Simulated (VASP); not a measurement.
# KCl (I4/mmm) in VASP: a series of runs

Runs on KCl. Level: LDA. Tasks: single point.

Program: VASP 6.6.1. These are calculated values, not measurements. Logs are shortened: lines on timing, memory, paths and dates and some standing lists are left out, and cuts for length are marked.

### 1 The cell of the first run

It takes space group I4/mmm (No. 139, tetragonal). The conventional cell has a = 4.329 Å, b = 4.329 Å, c = 6.312 Å, α = 90.00°, β = 90.00°, γ = 90.00°. Within 4.0 Å of K (site symmetry 4/mmm) lie 6 Cl at 3.06 to 3.16 Å. Within 4.0 Å of Cl (site symmetry 4/mmm) lie 6 K at 3.06 to 3.16 Å.

### 2 Single point, LDA (equal xx and yy strain of -3 %)

INCAR

```
SYSTEM = KCl
PREC = Accurate ; ENCUT = 520
EDIFF = 1E-7 ; ISMEAR = -1
SIGMA = 0.03 ; LREAL = .FALSE.
LASPH = .TRUE. ; NELM = 100
ALGO = Normal ; ISIF = 2
LWAVE = .FALSE. ; LCHARG = .FALSE.
GGA = CA ; NBANDS = 15
```

KPOINTS

```
Automatic mesh
0
G
  7 7 7
  0 0 0
```

POSCAR

```
KCl
1.0
    0.0000000000      3.0614170000      3.1561000000
    3.0614170000      0.0000000000      3.1561000000
    3.0614170000      3.0614170000      0.0000000000
K Cl
1 1
Direct
    0.0000000000      0.0000000000      0.0000000000
    0.5000000000      0.5000000000      0.5000000000
```

Potentials or basis: VASP PAW LDA potentials, release 64 (K_sv, Cl).

On the command line:

```sh
cat potpaw_LDA.64/K_sv/POTCAR potpaw_LDA.64/Cl/POTCAR > POTCAR
mpirun -np 1 vasp_std > vasp.out
```

OUTCAR:

```text
SYSTEM = KCl
   PREC = Accurate
   ENCUT = 520
   EDIFF = 1E-7
   ISMEAR = -1
   LREAL = .FALSE.
   LASPH = .TRUE.
   NELM = 100
   ISIF = 2
   GGA = CA

 ion  position               nearest neighbor table
   1  0.000  0.000  0.000-   2 3.06   2 3.06   2 3.06   2 3.06   2 3.16   2 3.16
   2  0.500  0.500  0.500-   1 3.06   1 3.06   1 3.06   1 3.06   1 3.16   1 3.16

  LATTYP: Found a body centered tetragonal cell.
 ALAT       =     4.3294974415
 C/A-ratio  =     1.4579521262

  Lattice vectors:

 A1 = (  -3.0614170000,   0.0000000000,   3.1561000000)
 A2 = (   3.0614170000,   0.0000000000,   3.1561000000)
 A3 = (   0.0000000000,   3.0614170000,  -3.1561000000)

Analysis of symmetry for initial positions (statically):
=====================================================================
 Subroutine PRICEL returns:
 Original cell was already a primitive cell.

 Routine SETGRP: Setting up the symmetry group for a
 body centered tetragonal supercell.

 Subroutine GETGRP returns: Found 16 space group operations
 (whereof 16 operations were pure point group operations)
 out of a pool of 16 trial point group operations.

The static configuration has the point symmetry D_4h.

Analysis of symmetry for dynamics (positions and initial velocities):
=====================================================================
 Subroutine PRICEL returns:
 Original cell was already a primitive cell.

 Routine SETGRP: Setting up the symmetry group for a
 body centered tetragonal supercell.

 Subroutine GETGRP returns: Found 16 space group operations
 (whereof 16 operations were pure point group operations)
 out of a pool of 16 trial point group operations.

The dynamic configuration has the point symmetry D_4h.

 Subroutine INISYM returns: Found 16 space group operations
 (whereof 16 operations are pure point group operations),
 and found     1 'primitive' translations

----------------------------------------------------------------------------------------

                                     Primitive cell

  volume of cell :      59.1597

  direct lattice vectors                    reciprocal lattice vectors
     0.000000000  3.061417000  3.156100000    -0.163323062  0.163323062  0.158423371
     3.061417000  0.000000000  3.156100000     0.163323062 -0.163323062  0.158423371
     3.061417000  3.061417000  0.000000000     0.163323062  0.163323062 -0.158423371

  length of vectors
     4.396958182  4.396958182  4.329497441     0.280083577  0.280083577  0.280083577

  position of ions in fractional coordinates (direct lattice)
     0.000000000  0.000000000  0.000000000
     0.500000000  0.500000000  0.500000000

  ion indices of the primitive-cell ions
   primitive index   ion index
                 1           1
                 2           2

----------------------------------------------------------------------------------------

 KPOINTS: Automatic mesh

Automatic generation of k-mesh.
 Grid dimensions read from file:
 generate k-points for:    7    7    7

 Generating k-lattice:

  Cartesian coordinates                     Fractional coordinates (reciprocal lattice)
    -0.023331866  0.023331866  0.022631910     0.142857143  0.000000000  0.000000000
     0.023331866 -0.023331866  0.022631910     0.000000000  0.142857143  0.000000000
     0.023331866  0.023331866 -0.022631910     0.000000000  0.000000000  0.142857143

  Length of vectors
     0.040011940  0.040011940  0.040011940

  Shift w.r.t. Gamma in fractional coordinates (k-lattice)
     0.000000000  0.000000000  0.000000000

 Subroutine IBZKPT returns following result:
 ===========================================

 Found     40 irreducible k-points:

 Following reciprocal coordinates:
            Coordinates               Weight
  0.000000  0.000000  0.000000      1.000000
  0.142857  0.000000  0.000000      8.000000
  0.285714  0.000000  0.000000      8.000000
  0.428571  0.000000  0.000000      8.000000
  0.142857  0.142857  0.000000      2.000000
  0.285714  0.142857  0.000000      8.000000
[... 16 lines left out ...]
  0.428571  0.285714  0.142857      8.000000
 -0.428571  0.285714  0.142857     16.000000
 [... further k-points ...]
   k-points           NKPTS =     40   k-points in BZ     NKDIM =     40   number of bands    NBANDS=     15
   number of dos      NEDOS =    301   number of ions     NIONS =      2
   total plane-waves  NPLWV =  41472
   dimension x,y,z NGX =    36 NGY =   36 NGZ =   32
   dimension x,y,z NGXF=    72 NGYF=   72 NGZF=   64
   ions per type =               1   1
   NGX,Y,Z   is equivalent  to a cutoff of  13.61, 13.61, 12.29 a.u.
   NGXF,Y,Z  is equivalent  to a cutoff of  27.22, 27.22, 24.57 a.u.
 SYSTEM =  KCl
   PREC   = accura    normal or accurate (medium, high low for compatibility)
   ISTART =      0    job   : 0-new  1-cont  2-samecut
   ICHARG =      2    charge: 1-file 2-atom 10-const
   ISPIN  =      1    spin polarized calculation?
   LNONCOLLINEAR =      F non collinear calculations
   LSORBIT =      F    spin-orbit coupling
   LASPH  =      T    aspherical Exc in radial PAW
   ENCUT  =  520.0 eV  38.22 Ry    6.18 a.u.   8.18  8.18  8.05*2*pi/ulx,y,z
   NELM   =    100;   NELMIN=  2; NELMDL= -5     # of ELM steps
   EDIFF  = 0.1E-06   stopping-criterion for ELM
   LREAL  =      F    real-space projection
   EDIFFG = 0.1E-05   stopping-criterion for IOM
   NSW    =      0    number of steps for IOM
   IBRION =     -1    ionic relax: 0-MD 1-quasi-New 2-CG
   NFREE  =      0    steps in history (QN), initial steepest desc. (CG)
   ISIF   =      2    stress and relaxation
   ISYM   =      2    0-nonsym 1-usesym 2-fastsym
   POTIM  = 0.5000    time-step for ionic-motion
   TEBEG  =    0.0;   TEEND  =   0.0 temperature during run
   PSTRESS=    0.0 pullay stress
   NELECT =      16.0000    total number of electrons
   NUPDOWN=      -1.0000    fix difference up-down
   EMIN   =  10.00;   EMAX   =-10.00  energy-range for DOS
   EFERMI =   0.00;   METHOD = LEGACY
   ISMEAR =    -1;   SIGMA  =   0.03  broadening in eV -4-tet -1-fermi 0-gaus
   EFERMI_NEDOS =   21; number of points for ismear=-14 and -15
   IALGO  =     38    algorithm
   IMIX   =      4    mixing-type and parameters
     AMIX     =   0.40;   BMIX     =  1.00
     AMIX_MAG =   1.60;   BMIX_MAG =  1.00
  volume/ion in A,a.u.               =      29.58       199.61
  Fermi-wavevector in a.u.,A,eV,Ry     =   1.058700  2.000653 15.250032  1.120846
  Thomas-Fermi vector in A             =   2.194019
   LORBIT       =      0    0 simple, 1 ext, 2 COOP (PROOUT), +10 PAW based schemes
   GGA     = CA    functional components
   LHFCALC =     F    Hartree Fock is set to
   AEXX    =    0.0000 exact exchange contribution
   IVDW    =     0    specifies the selected vdW correction
   LEPSILON=     F    determine dielectric tensor
   LRPA    =     F    only Hartree local field effects (RPA)
 non-spin polarized calculation
  energy-cutoff  :      520.00
  volume of cell :       59.16
 maximum number of plane-waves:      1609
 NGX is ok and might be reduce to    36
   NGX = 17   NGY = 17   NGZ = 17

 number of electron      16.0000001 magnetization

 Free energy of the ion-electron system (eV)
  ---------------------------------------------------
  ext. energy  EPLUGINS =         0.00000000
  ---------------------------------------------------
  free energy    TOTEN  =        -7.39430931 eV

  energy without entropy =       -7.39430931  energy(sigma->0) =       -7.39430931

 E-fermi :  -1.2224     XC(G=0):  -8.3250

 val. band max:       -1.8559782260   @ k =   0.0000   0.0000   0.0000
 cond. band min:       3.0523754089   @ k =   0.0000   0.0000   0.0000
 fundamental gap:      4.9083536349
 Fermi energy:        -1.2224353129

 k-point     1 :       0.0000    0.0000    0.0000
  band No.  band energies     occupation
      1     -28.5782      2.00000
      2     -13.9556      2.00000
      3     -12.2800      2.00000
      4     -12.2800      2.00000
      5     -12.2753      2.00000
      6      -1.8836      2.00000
      7      -1.8560      2.00000
      8      -1.8560      2.00000
      9       3.0524      0.00000
     10       6.1027      0.00000
     11       6.3088      0.00000
     12       6.3088      0.00000
     13       7.1343      0.00000
     14       7.2812      0.00000
     15      10.7842      0.00000

 k-point     2 :       0.1429    0.0000    0.0000
  band No.  band energies     occupation
      1     -28.5753      2.00000
      2     -14.0026      2.00000
      3     -12.2810      2.00000
      4     -12.2800      2.00000
      5     -12.2196      2.00000
      6      -2.1536      2.00000
      7      -1.9523      2.00000
      8      -1.9371      2.00000
      9       3.5728      0.00000
     10       6.0713      0.00000
     11       6.4607      0.00000
     12       6.5755      0.00000
     13       7.4348      0.00000
     14       7.5932      0.00000
     15      11.6030      0.00000

 k-point     3 :       0.2857    0.0000    0.0000
  band No.  band energies     occupation
      1     -28.5686      2.00000
      2     -14.0985      2.00000
      3     -12.2879      2.00000
      4     -12.2832      2.00000
      5     -12.0952      2.00000
      6      -2.6880      2.00000
      7      -2.1179      2.00000
      8      -2.1098      2.00000
      9       4.6582      0.00000
     10       6.0654      0.00000
     11       7.2226      0.00000
     12       7.3238      0.00000
     13       8.2300      0.00000
     14       8.4210      0.00000
     15      11.4436      0.00000

 k-point     4 :       0.4286    0.0000    0.0000
  band No.  band energies     occupation
      1     -28.5633      2.00000
      2     -14.1680      2.00000
      3     -12.2943      2.00000
      4     -12.2850      2.00000
      5     -12.0020      2.00000
      6      -3.0478      2.00000
      7      -2.2423      2.00000
      8      -2.2399      2.00000
      9       5.3780      0.00000
     10       6.4828      0.00000
     11       8.2765      0.00000
     12       8.3365      0.00000
     13       9.1140      0.00000
     14       9.3657      0.00000
     15      10.3651      0.00000
[... 307 lines left out ...]
 k-point    22 :      -0.1429   -0.0000    0.1429
  band No.  band energies     occupation
      1     -28.5712      2.00000
      2     -14.0422      2.00000
      3     -12.3102      2.00000
      4     -12.2784      2.00000
      5     -12.1548      2.00000
      6      -2.4686      2.00000
      7      -2.0741      2.00000
      8      -1.9907      2.00000
      9       4.2544      0.00000
     10       5.8295      0.00000
     11       6.7192      0.00000
     12       7.3323      0.00000
     13       7.7201      0.00000
     14       8.1640      0.00000
     15      11.8325      0.00000

 k-point    23 :       0.4286    0.2857    0.1429
  band No.  band energies     occupation
      1     -28.5648      2.00000
      2     -14.0346      2.00000
      3     -12.3420      2.00000
      4     -12.3093      2.00000
      5     -12.1532      2.00000
      6      -2.7195      2.00000
      7      -2.1827      2.00000
      8      -2.1165      2.00000
      9       5.3362      0.00000
     10       5.3622      0.00000
     11       7.9859      0.00000
     12       8.0284      0.00000
     13       8.4163      0.00000
     14       8.8263      0.00000
     15      10.1462      0.00000

 k-point    24 :      -0.4286    0.2857    0.1429
  band No.  band energies     occupation
      1     -28.5607      2.00000
      2     -14.0476      2.00000
      3     -12.3625      2.00000
      4     -12.3346      2.00000
      5     -12.1163      2.00000
      6      -2.7767      2.00000
      7      -2.3220      2.00000
      8      -2.2438      2.00000
      9       5.6767      0.00000
     10       6.1369      0.00000
     11       7.8420      0.00000
     12       8.3305      0.00000
     13       8.8867      0.00000
     14       9.5712      0.00000
     15       9.9901      0.00000

 [... further k-points ...]

------------------------ aborting loop because EDIFF is reached ----------------------------------------

  FORCE on cell =-STRESS in cart. coord.  units (eV):
  Direction    XX          YY          ZZ          XY          YZ          ZX
  --------------------------------------------------------------------------------------
  -------------------------------------------------------------------------------------
  Total       -0.2328723     -0.2328723     -0.6568581      0.0000000     -0.0000000      0.0000000
  in kB       -6.3067077     -6.3067077    -17.7891987      0.0000000     -0.0000000      0.0000000
  external PRESSURE =     -10.1342047 kB  Pullay stress =       0.0000000 kB

 VOLUME and BASIS-vectors are now :
 -----------------------------------------------------------------------------
  energy-cutoff  :      520.00
  volume of cell :       59.16
      direct lattice vectors                 reciprocal lattice vectors
     0.000000000  3.061417000  3.156100000    -0.163323062  0.163323062  0.158423371
     3.061417000  0.000000000  3.156100000     0.163323062 -0.163323062  0.158423371
     3.061417000  3.061417000  0.000000000     0.163323062  0.163323062 -0.158423371

 POSITION                                       TOTAL-FORCE (eV/Angst)
 -----------------------------------------------------------------------------------
      0.00000      0.00000      0.00000         0.000000      0.000000      0.000000
      3.06142      3.06142      3.15610         0.000000      0.000000     -0.000000
 -----------------------------------------------------------------------------------
    total drift:                                0.000000      0.000000      0.000000

  FREE ENERGIE OF THE ION-ELECTRON SYSTEM (eV)
  ---------------------------------------------------
  free  energy   TOTEN  =        -7.3943093072 eV

  energy  without entropy=       -7.3943093072  energy(sigma->0) =       -7.39430931
```

It took 62 s on 1 thread of AMD EPYC, shared host; peak memory 0.15 GiB.

What came out:

```yaml
Free_energy: -7.3943 eV
Pressure: -1.0 GPa
Band_gap_on_the_k_mesh: 4.91 eV, direct
```

Stress tensor (GPa, compression positive):
```
-0.63  0.00  0.00
 0.00 -0.63  0.00
 0.00  0.00 -1.78
```

Levels at points of the mesh, in eV from the valence-band top:
```csv
k point,band 5,band 6,band 7,band 8,band 9,band 10,band 11,band 12
"(0.00, 0.00, 0.00)",-10.42,-0.03,0.00,0.00,4.91,7.96,8.16,8.16
```

Caveat: the cell differs from its parent crystal (equal xx and yy strain of -3 %).

### 3 Single point, LDA (equal xx and yy strain of -2 %)

INCAR

```
SYSTEM = KCl
ALGO = Normal ; EDIFF = 1E-7
ENCUT = 520 ; GGA = CA
ISIF = 2 ; ISMEAR = -1
LASPH = .True. ; LCHARG = .False.
LREAL = .False. ; LWAVE = .False.
NBANDS = 15 ; NELM = 60
PREC = Accurate ; SIGMA = 0.03
```

KPOINTS

```
k-points
0
Gamma
  7 7 7
  0 0 0
```

POSCAR

```
KCl
1.0
    0.0000000000      3.0929780000      3.1561000000
    3.0929780000      0.0000000000      3.1561000000
    3.0929780000      3.0929780000      0.0000000000
K Cl
1 1
Direct
    0.0000000000      0.0000000000      0.0000000000
    0.5000000000      0.5000000000      0.5000000000
```

Potentials or basis: VASP PAW LDA potentials, release 64 (K_sv, Cl).

On the command line:

```sh
cat potpaw_LDA.64/K_sv/POTCAR potpaw_LDA.64/Cl/POTCAR > POTCAR
mpirun -np 1 vasp_std > vasp.out
```

It took 79 s on 1 thread of AMD EPYC, shared host; peak memory 0.15 GiB.

Results (log left out):

```
Free energy            : -7.3877 eV
Pressure               : -1.4 GPa
Band gap on the k mesh : 4.84 eV, direct
```

Stress tensor (GPa, compression positive):
```
-1.18  0.00  0.00
 0.00 -1.18  0.00
 0.00  0.00 -1.87
```

Levels at points of the mesh, in eV from the valence-band top:
```
           k point  band 6  band 7  band 8  band 9  band 10  band 11
(0.00, 0.00, 0.00)   -0.02    0.00    0.00    4.84     8.00     8.14
```

Caveat: the cell differs from its parent crystal (equal xx and yy strain of -2 %).

### 4 Single point, LDA (equal xx and yy strain of -1 %)

INCAR

```
SYSTEM = KCl
ALGO = Normal
EDIFF = 1E-6
ENCUT = 520
GGA = CA
ISIF = 2
ISMEAR = -1
LASPH = .TRUE.
LCHARG = .FALSE.
LREAL = .FALSE.
LWAVE = .FALSE.
NBANDS = 15
NELM = 100
PREC = Accurate
SIGMA = 0.03
```

KPOINTS

```
k-points
0
G
  7 7 7
  0 0 0
```

POSCAR

```
KCl
1.0
    0.0000000000      3.1245390000      3.1561000000
    3.1245390000      0.0000000000      3.1561000000
    3.1245390000      3.1245390000      0.0000000000
K Cl
1 1
Direct
    0.0000000000      0.0000000000      0.0000000000
    0.5000000000      0.5000000000      0.5000000000
```

On the command line:

```sh
cat potpaw_LDA.64/K_sv/POTCAR potpaw_LDA.64/Cl/POTCAR > POTCAR
mpirun -np 1 vasp_std > vasp.out
```

Run time: 89 s. Hardware: 1 thread of AMD EPYC, shared host; peak memory 0.15 GiB.

The run converged. Its results:

* Free energy: -7.3770 eV
* Pressure: -1.7 GPa
* Band gap on the k mesh: 4.78 eV, direct

Stress tensor (GPa, compression positive):
```
-1.64  0.00  0.00
 0.00 -1.64  0.00
 0.00  0.00 -1.95
```

Levels at points of the mesh, in eV from the valence-band top:
```csv
k point,band 6,band 7,band 8,band 9,band 10,band 11
"(0.00, 0.00, 0.00)",-0.01,0.00,0.00,4.78,8.04,8.11
```

Caveat: the cell differs from its parent crystal (equal xx and yy strain of -1 %).

### 5 The runs side by side

```tsv
cell	gap on the mesh (eV)	pressure (GPa)
a = 4.397, b = 4.397, c = 4.329 Å, angles 60.5, 60.5, 59.0°, 2 atoms	4.91	-1.0
a = 4.419, b = 4.419, c = 4.374 Å, angles 60.3, 60.3, 59.3°, 2 atoms	4.84	-1.4
a = 4.441, b = 4.441, c = 4.419 Å, angles 60.2, 60.2, 59.7°, 2 atoms	4.78	-1.7
```

Alike in all rows: task single point; level LDA; potentials or basis VASP PAW LDA potentials, release 64 (K_sv, Cl); no spin polarisation; k mesh 7 × 7 × 7; cutoff (eV) 520; smearing fermi-dirac 0.03 eV.

Total energies depend on the potentials used, so only differences within one code and one set of settings carry meaning.
